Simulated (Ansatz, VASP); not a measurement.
# Two plane-wave programs on Pd

```
Pd
1.0
     1.38228    0.79806    6.92367
    -1.38228    0.79806    6.92367
     0.00000   -1.59612    6.92367
Pd
3
Direct
  0.00000 0.00000 0.00000
  0.22243 0.22243 0.22243
  0.77757 0.77757 0.77757
```

Alike in both runs: functional PBE; k mesh 6 × 6 × 6; occupations gaussian, width 0.1 eV; no spin polarisation.

Ansatz relaxed the structure, and its values are those at the end. VASP's run is a single point on that final structure, the one shown.

|  | VASP | Ansatz |
| --- | --- | --- |
| version | VASP 6.6.1 | Ansatz 0.2.0 |
| potentials or method | VASP PAW PBE potentials, release 64 (Pd), cutoff 520 eV | scalar-relativistic, plane waves, PAW |
| valence electrons in the cell | 30 | 54 |

Ansatz gave:

| Item | Value |
| --- | --- |
| gap on the k mesh at the Fermi level (eV) | none |
| pressure (GPa) | 0.2 |

**Question.** Which values does VASP return?

**Answer.** gap on the k mesh at the Fermi level (eV): none; pressure (GPa): -0.1.

A gap of «none» marks a metal or a gap that the smearing closes. VASP's potentials hold 30 valence electrons a cell and Ansatz's 54, so a difference there can come from the potentials and not from the codes.

The k mesh is coarse, so the values compare programs but aren't converged.
